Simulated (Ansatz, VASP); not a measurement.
**One calculation of I, two programs**

```
CELL_PARAMETERS angstrom
0.00000 2.36560 3.90984
2.19225 0.00000 3.90984
2.19225 2.36560 0.00000
ATOMIC_POSITIONS crystal
I 0.00000 0.00000 0.00000
```

Alike in both runs: task relaxation of cell and atoms; functional RPBE; dispersion D3(BJ); k mesh 9 × 9 × 9; occupations fermi-dirac, width 0.05 eV; no spin polarisation.

```csv
,VASP,Ansatz
version,VASP 6.6.1,Ansatz 0.2.0
potentials or method,"VASP PAW PBE potentials, release 64 (I)",Ansatz PAW
plane-wave cutoff (eV),600,420
valence electrons in the cell,7,17
```

Ansatz gave:

- relaxed volume (Å³/atom): 26.14
- relaxed length of the cell vector where the two differ most in proportion (Å): 3.607

What did VASP give for the same quantities?

Relaxed volume (Å³/atom): 26.06; relaxed length of the cell vector where the two differ most in proportion (Å): 3.602.

VASP's potentials were made for PBE, not for RPBE. VASP's potentials hold 7 valence electrons a cell and Ansatz's 17, so a difference there can come from the potentials and not from the codes.

Spin-orbit coupling is off throughout. Noted on VASP's run: the volume moved by over 15 % at a fixed basis, so the end points are rough. Noted on Ansatz's run: the volume moved by over 15 % at a fixed basis, so the end points are rough; the plane-wave basis is chosen anew once the cell has moved, so the energies of steps on either side of that aren't comparable.
